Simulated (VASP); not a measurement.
A run of VASP 6.6.1:

File INCAR:

```
SYSTEM = Zn4HO4
ALGO = Normal
EDIFF = 1E-7
ENCUT = 520
GGA = PS
ISIF = 2
ISMEAR = 0
LASPH = .True.
LCHARG = .False.
LREAL = .False.
LWAVE = .False.
NBANDS = 46
NELM = 100
PREC = Accurate
SIGMA = 0.05
```

File KPOINTS:

```
k-points
0
Gamma
  4 4 8
  0 0 0
```

File POSCAR:

```
Zn4HO4
1.0
    5.5148137916      0.0000000000      0.0000000000
    0.0000000000      5.5148137916      0.0000000000
    0.0000000000      0.0000000000      3.2430062931
Zn O H
4 4 1
Direct
    0.1820657240      0.1820657240      0.5000000000
    0.8179342760      0.8179342760      0.5000000000
    0.6820657240      0.3179342760      0.0000000000
    0.3179342760      0.6820657240      0.0000000000
    0.8180023132      0.1819976868      0.5000000000
    0.1819976868      0.8180023132      0.5000000000
    0.6819976868      0.6819976868      0.0000000000
    0.3180023132      0.3180023132      0.0000000000
    1.0000405349     -0.6180023132      0.1000000000
```

Potentials or basis: VASP PAW PBE potentials, release 64 (Zn, O, H).

The run is started by

```console
$ cat potpaw_PBE.64/Zn/POTCAR potpaw_PBE.64/O/POTCAR potpaw_PBE.64/H/POTCAR > POTCAR
$ mpirun -np 1 vasp_std > vasp.out
```

Hardware: 1 thread of AMD EPYC 7R13, on a shared host.

Question: Estimate the wall time of this run.

Answer: Run time: 10 min on 1 thread of AMD EPYC 7R13, with other jobs on the host, peak memory 0.33 GiB. Counts: scf iterations 17, k points 68.
